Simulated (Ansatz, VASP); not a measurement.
VN: VASP beside Ansatz

INCAR

```
SYSTEM = VN
ALGO = Normal
EDIFF = 1E-7
EDIFFG = -0.02
ENCUT = 520
GGA = PE
GGA_COMPAT = .FALSE.
IBRION = 2
ISIF = 2
ISMEAR = -1
ISPIN = 2
KPAR = 4
LASPH = .TRUE.
LCHARG = .FALSE.
LMAXMIX = 4
LORBIT = 11
LREAL = .FALSE.
LWAVE = .FALSE.
MAGMOM = 2 0
NELM = 200
NELMIN = 4
NSW = 80
PREC = Accurate
SIGMA = 0.05
```

Contents of KPOINTS:

```
k-points
0
G
  19 19 19
  0 0 0
```

The input POSCAR:

```
VN
1.0
    0.0000000000      2.0640000000      2.0640000000
    2.0640000000      0.0000000000      2.0640000000
    2.0640000000      2.0640000000      0.0000000000
V N
1 1
Direct
    0.0000000000      0.0000000000      0.0000000000
    0.5000000000      0.5000000000      0.5000000000
```

Input for Ansatz:

```yaml
crystal:
  lattice:
    - [0.0, 2.064, 2.064]
    - [2.064, 0.0, 2.064]
    - [2.064, 2.064, 0.0]
  atoms:
    - { symbol: V, position: [0.0, 0.0, 0.0], spin: 2.0 }
    - { symbol: "N", position: [0.5, 0.5, 0.5] }
magnetization:
  spin_polarized: true
kpoints:
  mp_grid: { grid: [19, 19, 19] }
scf:
  occupations: { method: fermi_dirac, width: 0.05 }
hamiltonian:
  xc: pbe
  pseudopotentials: { kind: paw, frozen_core: stored }
output:
  forces: true
  stress: true
  populations: true
  efg: { quadrupole_moments_barn: { V: -0.052, "N": 0.02044 } }
relax:
  f_tol: 0.02
  max_steps: 60
```

Alike in both runs: task relaxation of the atoms; functional PBE; k mesh 19 × 19 × 19; occupations fermi-dirac, width 0.05 eV; collinear spin.

|  | VASP | Ansatz |
| --- | --- | --- |
| version | VASP 6.6.1 | Ansatz 0.2.0 |
| potentials or method | VASP PAW PBE potentials, release 64 (V_sv, N) | plane-wave PAW, scalar-relativistic |
| plane-wave cutoff (eV) | 520 | 420 |
| valence electrons in the cell | 18 | 18 |

```csv
,VASP,Ansatz,Ansatz less VASP
net moment per atom (μB),0.00,0.00,0.000
```

Ansatz's warnings: seeded moment not kept, stress scf threshold loose.

Noted on VASP's run: the relaxation stopped at its first step, so nothing moved.
